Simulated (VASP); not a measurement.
Here is a VASP 6.6.1 calculation.

Contents of INCAR:

```
PREC = Accurate
ENCUT = 520
EDIFF = 1E-6
ISMEAR = -1
SIGMA = 0.01
LREAL = False
LASPH = True
NELM = 60
ALGO = Normal
ISIF = 2
LWAVE = False
LCHARG = False
GGA = PE
NBANDS = 27
```

File KPOINTS:

```
Automatic mesh
0
Gamma
  5 5 5
```

POSCAR

```
KTaO3
1.0
    4.0665218197      0.0000000000      0.0000000000
    0.0000000000      4.0665218197      0.0000000000
    0.0000000000      0.0000000000      4.0665218197
K Ta O
1 1 3
Direct
    0.5000000000      0.5000000000      0.5000000000
    0.0000000000      0.0000000000      0.0000000000
    0.5000000000      0.0000000000      0.0000000000
    0.0000000000      0.5000000000      0.0000000000
    0.0000000000      0.0000000000      0.5000000000
```

Potentials or basis: VASP PAW PBE potentials, release 64 (K_sv, Ta_pv, O).

The run is started by

```sh
$ cat potpaw_PBE.64/K_sv/POTCAR potpaw_PBE.64/Ta_pv/POTCAR potpaw_PBE.64/O/POTCAR > POTCAR
$ mpirun -np 1 vasp_std > vasp.out
```

Q: Estimate the pressure.

A: -5.0 GPa.

Q: Estimate the band gap on the k mesh.

A: 2.14 eV, indirect (least direct gap 2.68 eV).

Caveat: spin-orbit coupling is left out, which moves the levels of the heavy elements. A k mesh can miss the band edges.
